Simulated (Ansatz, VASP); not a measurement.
## One calculation of SiNi, two programs

```xyz
4
Lattice="3.0266 0.0000 0.0000 0.0000 3.2735 0.0000 0.0000 0.0000 4.6978" Properties=species:S:1:pos:R:3 pbc="T T T"
Si    1.5133    1.6618    3.9569
Si    0.0000    0.0000    0.7408
Ni    1.5133    1.6367    1.6171
Ni    0.0000    0.0000    3.0807
```

Alike in both runs: task single point; functional PBEsol; k mesh 16 × 14 × 10; occupations gaussian, width 0.15 eV; no spin polarisation.

```csv
,VASP,Ansatz
version,VASP 6.6.1,Ansatz 0.2.0
potentials or method,"VASP PAW PBE potentials, release 64 (Si, Ni), cutoff 520 eV","scalar-relativistic, plane waves, PAW"
valence electrons in the cell,28,44
```

Ansatz gave:

```
gap on the k mesh at the Fermi level (eV)                     : none
pressure (GPa)                                                : -5.1
traceless stress, the component that is largest in VASP (GPa) : 0.22
rms of the force components (eV/Å)                            : 0.074
```

Q: What did VASP give for the same quantities?

A: gap on the k mesh at the Fermi level (eV): none; pressure (GPa): -4.8; traceless stress, the component that is largest in VASP (GPa): 0.16; rms of the force components (eV/Å): 0.073.

VASP's potentials were made for PBE, not for PBEsol. Atom by atom the forces differ by 0.003 eV/Å (rms over components). A gap of «none» marks a metal or a gap that the smearing closes. VASP's potentials hold 28 valence electrons a cell and Ansatz's 44, so a difference there can come from the potentials and not from the codes.
